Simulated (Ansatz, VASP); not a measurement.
## BaO in VASP and in Ansatz

```
CELL_PARAMETERS angstrom
0.00000 2.71709 2.71709
2.71709 0.00000 2.71709
2.71709 2.71709 0.00000
ATOMIC_POSITIONS crystal
Ba 0.00000 0.00000 0.00000
O 0.50000 0.50000 0.50000
```

Alike in both runs: functional LDA; k mesh 8 × 8 × 8; occupations gaussian, width 0.02 eV; no spin polarisation.

Ansatz relaxed the structure, and its values are those at the end. VASP's run is a single point on that final structure, the one shown.

|  | VASP | Ansatz |
| --- | --- | --- |
| version | VASP 6.6.1 | Ansatz 0.2.0 |
| potentials or method | VASP PAW LDA potentials, release 64 (Ba_sv, O), cutoff 600 eV | scalar-relativistic, plane waves, PAW |
| valence electrons in the cell | 16 | 16 |

Ansatz gave:

```
gap on the k mesh at the Fermi level (eV) : 1.69
least direct gap on the mesh (eV)         : 1.69
pressure (GPa)                            : 0.0
```

Problem. What did VASP give for the same quantities?

Solution. gap on the k mesh at the Fermi level (eV): 1.60; least direct gap on the mesh (eV): 1.60; pressure (GPa): 2.2.

Ansatz warns that its potentials were made for another functional, while VASP's fit it. LDA's correlation is that of Perdew and Zunger in VASP and of Perdew and Wang (1992) in Ansatz.

Neither program's run includes spin-orbit coupling.
